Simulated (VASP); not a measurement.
Crystal: Co.

```
CELL_PARAMETERS angstrom
2.48736 0.00000 0.00000
-1.24368 2.15412 0.00000
0.00000 0.00000 4.06329
ATOMIC_POSITIONS crystal
Co 0.33333 0.66667 0.74014
Co 0.66667 0.33333 0.25986
```

Base run:

```yaml
Program: VASP 6.6.1
Functional: PBEsol
Potentials_or_basis: VASP PAW PBE potentials, release 64 (Co)
Cutoff: 520 eV
k_mesh: 10 × 10 × 6
Occupations: fermi-dirac, width 0.05 eV
Spin: collinear spin, ferromagnetic start
Starting_moments: "[1.0, 1.0] μB"
Fixed_moment: 2 μB
```

Its results: pressure -17.2 GPa; site moments Co +1.02 μB; largest force 0.534 eV/Å.

The run is repeated on the same cell with these changes: fixed moment from 2 μB to 5 μB; moments at the start from [1.0, 1.0] to [2.5, 2.5]. What comes out?

Pressure 12.5 GPa; site moments Co +2.43 μB; largest force 0.862 eV/Å.

Caveats: the PAW data sets were made with another functional, which shifts forces and pressure a little; the total moment is fixed, so each spin has its own Fermi level and the state may be an excited one; the cell stands under tension (at least some runs); the cell stands under pressure (at least some runs).
